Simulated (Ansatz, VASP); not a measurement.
# Two plane-wave programs on WSe2

```xyz
6
Lattice="3.3483 0.0000 0.0000 -1.6741 2.8997 0.0000 0.0000 0.0000 13.8662" Properties=species:S:1:pos:R:3 pbc="T T T"
W     1.6741    0.9666   10.3997
W     0.0000    1.9331    3.4666
Se    0.0000    1.9331   12.0503
Se    1.6741    0.9666    5.1172
Se    0.0000    1.9331    8.7490
Se    1.6741    0.9666    1.8159
```

Alike in both runs: task single point; functional r2SCAN; k mesh 12 × 12 × 2; occupations gaussian, width 0.02 eV; no spin polarisation.

```csv
,VASP,Ansatz
version,VASP 6.6.1,Ansatz 0.2.0
potentials or method,"VASP PAW PBE potentials, release 64 (W_sv, Se), cutoff 520 eV","scalar-relativistic, plane waves, PAW"
valence electrons in the cell,52,92
```

|  | VASP | Ansatz | Ansatz less VASP |
| --- | --- | --- | --- |
| gap on the k mesh at the Fermi level (eV) | 1.24 | 1.25 | +0.006 |
| least direct gap on the mesh (eV) | 1.47 | 1.47 | +0.002 |
| pressure (GPa) | -1.3 | -1.6 | -0.28 |
| traceless stress, the component that is largest in VASP (GPa) | 1.33 | 1.30 | -0.032 |
| rms of the force components (eV/Å) | 0.020 | 0.000 | -0.0198 |

VASP's potentials were made for PBE, not for r2SCAN. Atom by atom the forces differ by 0.020 eV/Å (rms over components). VASP's potentials hold 52 valence electrons a cell and Ansatz's 92, so a difference there can come from the potentials and not from the codes.

Spin-orbit coupling is off throughout.
